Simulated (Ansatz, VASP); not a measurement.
## ScW in VASP and in Ansatz

```xyz
2
Lattice="3.3318 0.0000 0.0000 0.0000 3.3318 0.0000 0.0000 0.0000 3.3318" Properties=species:S:1:pos:R:3 pbc="T T T"
Sc    0.0000    0.0000    0.0000
W     1.6659    1.6659    1.6659
```

Alike in both runs: functional PBE; k mesh 6 × 6 × 6; occupations gaussian, width 0.2 eV; no spin polarisation.

Ansatz relaxed the structure, and its values are those at the end. VASP's run is a single point on that final structure, the one shown.

|  | VASP | Ansatz |
| --- | --- | --- |
| version | VASP 6.6.1 | Ansatz 0.2.0 |
| potentials or method | VASP PAW PBE potentials, release 64 (Sc_sv, W_sv), cutoff 500 eV | scalar-relativistic, plane waves, PAW |
| valence electrons in the cell | 25 | 25 |

```csv
,VASP,Ansatz,Ansatz less VASP
gap on the k mesh at the Fermi level (eV),none,none,-
pressure (GPa),0.1,-0.1,-0.22
```

A gap of «none» marks a metal or a gap that the smearing closes.

Spin-orbit coupling is off throughout.
